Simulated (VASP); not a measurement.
Set up this calculation in VASP 6.6.1, as the native input.

- Task: single point
- Functional: PBE
- Potentials or basis: VASP PAW PBE potentials, release 64 (Co)
- Cutoff: 520 eV
- k mesh: 12 × 12 × 7
- Occupations: fermi-dirac, width 0.1 eV
- Spin: collinear spin, ferromagnetic start
- Starting moments: [2.0, 2.0] μB
- Dipole correction: no
- Further INCAR settings: ALGO = Normal; EDIFF = 1e-06; NBANDS = 20

The structure of Co lies in POSCAR:

```
Co
1.0
    2.5074000000      0.0000000000      0.0000000000
   -1.2537000000      2.1714720000      0.0000000000
    0.0000000000      0.0000000000      4.0699000000
Co
2
Direct
    0.3333333333      0.6666666667      0.2500000000
    0.6666666667      0.3333333333      0.7500000000
```

One way to write it, as run:

INCAR

```
PREC     = Accurate       # precision mode
ENCUT    = 520            # plane-wave cutoff, eV
EDIFF    = 1E-6           # SCF threshold, eV
ISMEAR   = -1             # smearing method
SIGMA    = 0.1            # smearing width, eV
LREAL    = False          # projectors in reciprocal space
LASPH    = True           # aspherical terms in the spheres
NELM     = 150            # most SCF steps
ALGO     = Normal         # electronic algorithm
ISIF     = 2              # what is computed and relaxed
LWAVE    = False          # write WAVECAR
LCHARG   = True           # write CHGCAR
ISPIN    = 2              # spin polarisation
MAGMOM   = 2 2            # initial moments
LORBIT   = 11             # projections on sites
LMAXMIX  = 4              # l up to which the mixer works
GGA      = PE             # functional
LELF     = True           # ELF
LVHAR    = True         
NBANDS   = 20             # bands
```

KPOINTS

```
regular mesh
0
Gamma
  12 12 7
```

Potentials or basis: VASP PAW PBE potentials, release 64 (Co).

Run with:

```bash
$ cat potpaw_PBE.64/Co/POTCAR > POTCAR
$ mpirun -np 1 vasp_std > vasp.out
```

Results of the run:

```json
{"Pressure": "-4.4 GPa", "Net moment": "3.26 μB per cell", "Site moments": "Co +1.65 μB", "Valence electrons inside the program's atomic spheres": "Co 8.23"}
```

It used 150 s of CPU time on 1 thread of AMD EPYC 7R13 Processor (Zen 3), on a shared host.
